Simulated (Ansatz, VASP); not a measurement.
One calculation of SrCl2, two programs

The input POSCAR:

```
SrCl2
1.0
    0.0000000000      3.4977180848      3.4977180848
    3.4977180848      0.0000000000      3.4977180848
    3.4977180848      3.4977180848      0.0000000000
Sr Cl
1 2
Direct
    0.0000000000      0.0000000000      0.0000000000
    0.2500000000      0.2500000000      0.2500000000
    0.7500000000      0.7500000000      0.7500000000
```

The input INCAR.step1:

```
PREC = Accurate
ENCUT = 520
ISMEAR = 0
SIGMA = 0.01
LREAL = False
LASPH = True
NELM = 100
NBANDS = 19
GGA = PE
ALGO = Normal
EDIFF = 1E-4
LWAVE = True
LCHARG = False
```

The input INCAR.step2:

```
PREC = Accurate
ENCUT = 520
EDIFF = 1E-7
ISMEAR = 0
SIGMA = 0.01
LREAL = False
LASPH = True
NELM = 100
ALGO = Normal
ISIF = 2
LWAVE = False
LCHARG = False
METAGGA = R2SCAN
LMIXTAU = True
NBANDS = 19
ISTART = 1
```

Contents of KPOINTS:

```
regular mesh
0
Gamma
  6 6 6
```

Input for Ansatz:

```yaml
crystal:
  lattice:
    - [0.0, 3.4977180848, 3.4977180848]
    - [3.4977180848, 0.0, 3.4977180848]
    - [3.4977180848, 3.4977180848, 0.0]
  atoms:
    - { symbol: Sr, position: [0.0, 0.0, 0.0] }
    - { symbol: Cl, position: [0.25, 0.25, 0.25] }
    - { symbol: Cl, position: [0.75, 0.75, 0.75] }
kpoints:
  mp_grid: { grid: [6, 6, 6] }
  band_path:
    path:
      - [0.0, 0.0, 0.0]
      - [0.5, 0.0, 0.5]
      - [0.625, 0.25, 0.625]
      - [0.375, 0.375, 0.75]
      - [0.5, 0.5, 0.5]
      - [0.5, 0.25, 0.75]
    npoints: 1
hamiltonian:
  xc: r2scan
scf:
  occupations: { method: fixed }
  n_extra_bands: 4
output:
  forces: true
  stress: true
  eigenvalues: true
```

Alike in both runs: task single point; functional r2SCAN; k mesh 6 × 6 × 6; no spin polarisation.

```csv
,VASP,Ansatz
version,VASP 6.6.1,Ansatz 0.2.0
potentials or method,"VASP PAW PBE potentials, release 64 (Sr_sv, Cl)","plane waves, PAW"
plane-wave cutoff (eV),520,500
occupations,"gaussian, width 0.01 eV",fixed
valence electrons in the cell,24,24
```

```tsv
	VASP	Ansatz	Ansatz less VASP
gap on the k mesh at the Fermi level (eV)	5.94	5.94	0.000
pressure (GPa)	0.0	0.0	-0.05
```

VASP's potentials were made for PBE, not for r2SCAN.
